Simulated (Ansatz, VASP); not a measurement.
# Two plane-wave programs on MnS

Contents of INCAR:

```
SYSTEM = MnS
ALGO = Normal ; EDIFF = 1E-6
ENCUT = 520 ; GGA = PE
ISIF = 2 ; ISMEAR = -1
ISPIN = 2 ; LASPH = .TRUE.
LCHARG = .FALSE. ; LMAXMIX = 4
LORBIT = 11 ; LREAL = .FALSE.
LWAVE = .FALSE. ; MAGMOM = 2.8 0
NBANDS = 20 ; NELM = 150
PREC = Accurate ; SIGMA = 0.15
```

The input KPOINTS:

```
k-points
0
G
  7 7 7
  0 0 0
```

The input POSCAR:

```
MnS
1.0
    0.0000000000      2.6045000000      2.6045000000
    2.6045000000      0.0000000000      2.6045000000
    2.6045000000      2.6045000000      0.0000000000
Mn S
1 1
Direct
    0.0000000000      0.0000000000      0.0000000000
    0.5000000000      0.5000000000      0.5000000000
```

Input for Ansatz:

```yaml
crystal:
  lattice:
    - [0.0, 2.6045, 2.6045]
    - [2.6045, 0.0, 2.6045]
    - [2.6045, 2.6045, 0.0]
  atoms:
    - { symbol: Mn, position: [0.0, 0.0, 0.0], spin: 2.8 }
    - { symbol: S, position: [0.5, 0.5, 0.5], spin: 0.0 }
basis:
  ecutwfc: 420.0
kpoints:
  mp_grid:
    grid: [7, 7, 7]
hamiltonian:
  xc: pbe
magnetization:
  spin_polarized: true
scf:
  occupations:
    method: fermi_dirac
    width: 0.15
output:
  forces: true
  stress: true
```

Alike in both runs: task single point; functional PBE; k mesh 7 × 7 × 7; occupations fermi-dirac, width 0.15 eV; collinear spin.

|  | VASP | Ansatz |
| --- | --- | --- |
| version | VASP 6.6.1 | Ansatz 0.2.0 |
| potentials or method | VASP PAW PBE potentials, release 64 (Mn_pv, S), cutoff 520 eV | plane waves, PAW |
| valence electrons in the cell | 19 | 21 |

|  | VASP | Ansatz | Ansatz less VASP |
| --- | --- | --- | --- |
| pressure (GPa) | -3.5 | -3.5 | +0.02 |
| net moment per atom (μB) | 2.32 | 2.32 | -0.001 |
| size of the moment on the site where the two differ most (μB) | 4.22 | 4.17 | -0.047 |

Site moments also hang on the region over which each program counts them. VASP's potentials hold 19 valence electrons a cell and Ansatz's 21, so a difference there can come from the potentials and not from the codes.
